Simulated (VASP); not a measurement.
Input of a VASP 6.6.1 run:

The input INCAR:

```
  PREC = Accurate
  ENCUT = 520
  EDIFF = 1E-7
  ISMEAR = 0
  SIGMA = 0.1
  LREAL = F
  LASPH = T
  NELM = 80
  ALGO = Normal
  ISIF = 2
  LWAVE = F
  LCHARG = F
  GGA = PE
  NBANDS = 18
```

File KPOINTS:

```
Automatic mesh
0
Gamma
  6 6 6
```

The input POSCAR:

```
LiGeN
1.0
   -1.9122663649      3.8089672180      1.9581106974
    1.9122663649     -3.8089672180      1.9581106974
    1.9122663649      3.8089672180     -1.9581106974
Li Ge N
1 1 1
Direct
    0.0000000000      0.0000000000      0.0000000000
    0.5000000000      0.0000000000      0.5000000000
    0.5000000000      0.5000000000      0.0000000000
```

Potentials or basis: VASP PAW PBE potentials, release 64 (Li_sv, Ge_d, N).

Command:

```bash
$ cat potpaw_PBE.64/Li_sv/POTCAR potpaw_PBE.64/Ge_d/POTCAR potpaw_PBE.64/N/POTCAR > POTCAR
$ mpirun -np 1 vasp_std > vasp.out
```

(1) Estimate the band gap on the k mesh.

Answers

(1) zero (bands 11 and 12 overlap by 0.15 eV).
